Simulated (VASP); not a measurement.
Input of a VASP 6.6.1 run:

INCAR

```
PREC = Accurate
ENCUT = 520
EDIFF = 1E-7
ISMEAR = 0
SIGMA = 0.1
LREAL = F
LASPH = T
NELM = 60
ALGO = Normal
ISIF = 2
LWAVE = F
LCHARG = F
GGA = PS
NBANDS = 26
```

KPOINTS

```
Automatic mesh
0
Gamma
  12 12 12
```

File POSCAR:

```
AlCu3
1.0
    3.6093688696      0.0000000000      0.0000000000
    0.0000000000      3.6093688696      0.0000000000
    0.0000000000      0.0000000000      3.6093688696
Al Cu
1 3
Direct
    0.0000000000      0.0000000000      0.0000000000
    0.5000000000      0.5000000000      0.0000000000
    0.5000000000      0.0000000000      0.5000000000
    0.0000000000      0.5000000000      0.5000000000
```

Potentials or basis: VASP PAW PBE potentials, release 64 (Al, Cu).

The run is started by

```console
$ cat potpaw_PBE.64/Al/POTCAR potpaw_PBE.64/Cu/POTCAR > POTCAR
$ mpirun -np 1 vasp_std > vasp.out
```

Problem. Predict the band gap on the k mesh.

Solution. Zero (bands 18 and 19 overlap by 5.63 eV).

Problem. What does it give for the pressure?

Solution. 3.5 GPa.

Caveat: the cell differs from its parent crystal (strained); the cell stands under pressure; the PAW data sets were made with another functional, which shifts forces and pressure a little.
